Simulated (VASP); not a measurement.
# Pt (Immm) in VASP: further runs, part 2 of 2

VASP 6.6.1. The steps go on from the part before.

**4. Single point, PBE (strain -0.0300 x Voigt [0, 0, 0, 0, 0, 1])**

The input, INCAR:

```
SYSTEM = Pt
PREC     = Accurate       ! precision mode
ENCUT    = 520            ! plane-wave cutoff, eV
EDIFF    = 1E-6           ! SCF threshold, eV
ISMEAR   = 0              ! smearing method
SIGMA    = 0.15           ! smearing width, eV
LREAL    = .False.        ! projectors in reciprocal space
LASPH    = .True.         ! aspherical terms in the spheres
NELM     = 80             ! most SCF steps
ALGO     = Fast           ! electronic algorithm
ISIF     = 2              ! what is computed and relaxed
LWAVE    = .False.        ! write WAVECAR
LCHARG   = .True.         ! write CHGCAR
GGA      = PE             ! functional
LELF     = .True.         ! ELF
LVHAR    = .True.       
NBANDS   = 11             ! bands
```

The input, KPOINTS:

```
regular mesh
0
Gamma
  20 20 20
  0 0 0
```

The input, POSCAR:

```
Pt
1.0
   -0.0293685000      1.9579000000      1.9579000000
    1.9579000000     -0.0293685000      1.9579000000
    1.9285315000      1.9285315000      0.0000000000
Pt
1
Direct
    0.0000000000      0.0000000000      0.0000000000
```

The run is started by

```sh
$ cat potpaw_PBE.64/Pt/POTCAR > POTCAR
$ mpirun -np 1 vasp_std > vasp.out
```

It took 2.2 min on 1 thread of Intel Xeon 6975P-C (Granite Rapids), shared host; peak memory 0.3 GiB.

Results (log left out):

```
Free energy            : -6.0852 eV
Pressure               : 11.3 GPa
Band gap on the k mesh : zero (bands 5 and 6 overlap by 2.32 eV)
```

Stress tensor (GPa, compression positive):
```
11.56  2.65  0.00
 2.65 11.56  0.00
 0.00  0.00 10.67
```

Levels at points of the mesh, in eV from the Fermi level:
| k point | band 2 | band 3 | band 4 | band 5 | band 6 | band 7 | band 8 | band 9 |
| --- | --- | --- | --- | --- | --- | --- | --- | --- |
| (0.00, 0.00, 0.00) | -4.00 | -3.85 | -3.64 | -1.64 | -1.63 | 14.61 | 19.14 | 19.63 |
| (0.50, 0.00, 0.00) | -4.05 | -3.70 | -0.62 | -0.09 | 0.09 | 5.67 | 14.30 | 19.03 |
| (0.50, 0.50, 0.00) | -6.67 | 0.01 | 0.48 | 0.52 | 1.77 | 8.93 | 10.85 | 11.98 |
| (0.00, 0.00, 0.50) | -4.08 | -3.73 | -0.36 | -0.02 | 0.15 | 6.10 | 14.08 | 18.58 |
| (0.50, 0.00, 0.50) | -6.68 | -0.02 | 0.49 | 0.52 | 1.77 | 8.95 | 11.41 | 11.41 |

Caveat: the cell differs from its parent crystal (strain -0.0300 x Voigt [0, 0, 0, 0, 0, 1]); the cell stands under pressure; spin-orbit coupling is left out, which moves the levels of the heavy elements.

**5. Single point, PBE (strain +0.0525 x Voigt [0, 0, 0, 0, 0, 1])**

The input, INCAR:

```
PREC = Accurate ; ENCUT = 520
EDIFF = 1E-6 ; ISMEAR = 0
SIGMA = 0.15 ; LREAL = False
LASPH = True ; NELM = 80
ALGO = Fast ; ISIF = 2
LWAVE = False ; LCHARG = False
GGA = PE ; NBANDS = 11
```

The input, KPOINTS:

```
Automatic mesh
0
Gamma
  20 20 20
```

The input, POSCAR:

```
Pt
1.0
    0.0513948750      1.9579000000      1.9579000000
    1.9579000000      0.0513948750      1.9579000000
    2.0092948750      2.0092948750      0.0000000000
Pt
1
Direct
    0.0000000000      0.0000000000      0.0000000000
```

The run is started by

```sh
$ cat potpaw_PBE.64/Pt/POTCAR > POTCAR
$ mpirun -np 1 vasp_std > vasp.out
```

Run time: 1.8 min. Hardware: 1 thread of Intel Xeon 6975P-C (Granite Rapids), shared host; peak memory 0.31 GiB.

The run converged. Its results:

```yaml
Free_energy: -6.0768 eV
Pressure: 11.8 GPa
Band_gap_on_the_k_mesh: zero (bands 5 and 6 overlap by 2.37 eV)
```

Stress tensor (GPa, compression positive):
```
12.71 -4.83  0.00
-4.83 12.71  0.00
 0.00  0.00 10.06
```

Levels at points of the mesh, in eV from the Fermi level:
| k point | band 2 | band 3 | band 4 | band 5 | band 6 | band 7 | band 8 | band 9 |
| --- | --- | --- | --- | --- | --- | --- | --- | --- |
| (0.00, 0.00, 0.00) | -4.13 | -3.92 | -3.49 | -1.62 | -1.59 | 14.58 | 18.80 | 19.67 |
| (0.50, 0.00, 0.00) | -4.21 | -3.62 | -0.26 | -0.05 | 0.24 | 6.29 | 14.00 | 18.28 |
| (0.50, 0.50, 0.00) | -6.67 | 0.02 | 0.47 | 0.54 | 1.77 | 8.93 | 10.46 | 12.42 |
| (0.00, 0.00, 0.50) | -4.17 | -3.54 | -0.71 | -0.18 | 0.14 | 5.54 | 14.39 | 19.05 |
| (0.50, 0.00, 0.50) | -6.68 | -0.07 | 0.48 | 0.57 | 1.79 | 8.99 | 11.42 | 11.43 |

Caveat: the cell differs from its parent crystal (strain +0.0525 x Voigt [0, 0, 0, 0, 0, 1]); the cell stands under pressure; spin-orbit coupling is left out, which moves the levels of the heavy elements.

**6. Single point, PBE (strain +0.0375 x Voigt [0, 0, 0, 0, 0, 1])**

The input, INCAR:

```
ALGO = Fast
EDIFF = 1E-7
ENCUT = 520
GGA = PE
ISIF = 2
ISMEAR = 0
LASPH = True
LCHARG = False
LREAL = False
LWAVE = False
NBANDS = 11
NELM = 100
PREC = Accurate
SIGMA = 0.15
```

The input, KPOINTS:

```
k-points
0
Gamma
  20 20 20
```

The input, POSCAR:

```
Pt
1.0
    0.0367106250      1.9579000000      1.9579000000
    1.9579000000      0.0367106250      1.9579000000
    1.9946106250      1.9946106250      0.0000000000
Pt
1
Direct
    0.0000000000      0.0000000000      0.0000000000
```

Potentials or basis: VASP PAW PBE potentials, release 64 (Pt).

The run is started by

```sh
$ cat potpaw_PBE.64/Pt/POTCAR > POTCAR
$ mpirun -np 1 vasp_std > vasp.out
```

Wall time 2.5 min (1 thread of Intel Xeon 6975P-C (Granite Rapids), shared host); peak memory 0.31 GiB.

The run converged. Its results:

```yaml
Free_energy: -6.0829 eV
Pressure: 11.4 GPa
Band_gap_on_the_k_mesh: zero (bands 5 and 6 overlap by 2.33 eV)
```

Stress tensor (GPa, compression positive):
```
11.89 -3.35  0.00
-3.35 11.89  0.00
 0.00  0.00 10.52
```

Levels at points of the mesh, in eV from the Fermi level:
| k point | band 2 | band 3 | band 4 | band 5 | band 6 | band 7 | band 8 | band 9 |
| --- | --- | --- | --- | --- | --- | --- | --- | --- |
| (0.00, 0.00, 0.00) | -4.04 | -3.87 | -3.59 | -1.63 | -1.62 | 14.60 | 19.02 | 19.64 |
| (0.50, 0.00, 0.00) | -4.12 | -3.70 | -0.33 | -0.03 | 0.18 | 6.16 | 14.05 | 18.48 |
| (0.50, 0.50, 0.00) | -6.67 | 0.01 | 0.48 | 0.52 | 1.77 | 8.93 | 10.72 | 12.12 |
| (0.00, 0.00, 0.50) | -4.09 | -3.65 | -0.65 | -0.12 | 0.11 | 5.62 | 14.33 | 19.03 |
| (0.50, 0.00, 0.50) | -6.68 | -0.04 | 0.48 | 0.53 | 1.78 | 8.96 | 11.41 | 11.42 |

Caveat: the cell differs from its parent crystal (strain +0.0375 x Voigt [0, 0, 0, 0, 0, 1]); the cell stands under pressure; spin-orbit coupling is left out, which moves the levels of the heavy elements.

**7. Overview**

```tsv
cell	further INCAR settings	gap on the mesh (eV)	pressure (GPa)
a = 2.770, b = 2.770, c = 2.686 Å, angles 61.0, 61.0, 62.0°, 1 atom	ALGO = Fast; EDIFF = 1e-07; NBANDS = 11	none	12.1
a = 2.769, b = 2.769, c = 2.831 Å, angles 59.3, 59.3, 58.5°, 1 atom	ALGO = Fast; EDIFF = 1e-06; NBANDS = 11	none	11.6
a = 2.769, b = 2.769, c = 2.727 Å, angles 60.5, 60.5, 61.0°, 1 atom	ALGO = Fast; EDIFF = 1e-06; NBANDS = 11	none	11.3
a = 2.769, b = 2.769, c = 2.842 Å, angles 59.1, 59.1, 58.3°, 1 atom	ALGO = Fast; EDIFF = 1e-06; NBANDS = 11	none	11.8
a = 2.769, b = 2.769, c = 2.821 Å, angles 59.4, 59.4, 58.8°, 1 atom	ALGO = Fast; EDIFF = 1e-07; NBANDS = 11	none	11.4
```

Alike in all rows: task single point; level PBE; potentials or basis VASP PAW PBE potentials, release 64 (Pt); no spin polarisation; k mesh 20 × 20 × 20; cutoff (eV) 520; smearing gaussian 0.15 eV.

Caveats: the cell stands under pressure; spin-orbit coupling is left out, which moves the levels of the heavy elements.

Total energies depend on the potentials used, so only differences within one code and one set of settings carry meaning.
